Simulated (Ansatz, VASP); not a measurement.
# Rh: VASP beside Ansatz

```
Rh
1.0
    -1.53620    1.53620    1.53620
     1.53620   -1.53620    1.53620
     1.53620    1.53620   -1.53620
Rh
1
Direct
  0.00000 0.00000 0.00000
```

Alike in both runs: task single point; functional PBE; k mesh 14 × 14 × 14; occupations fermi-dirac, width 0.1 eV; non-collinear spin, spin-orbit coupling.

|  | VASP | Ansatz |
| --- | --- | --- |
| version | VASP 6.6.1 | Ansatz 0.2.0 |
| potentials or method | VASP PAW PBE potentials, release 64 (Rh_pv), cutoff 500 eV | plane waves (420 eV) with PAW, fully relativistic with spin-orbit coupling |
| valence electrons in the cell | 15 | 17 |

|  | VASP | Ansatz | Ansatz less VASP |
| --- | --- | --- | --- |
| net moment per atom (μB) | 0.00 | 0.00 | 0.000 |

VASP's potentials hold 15 valence electrons a cell and Ansatz's 17, so a difference there can come from the potentials and not from the codes.
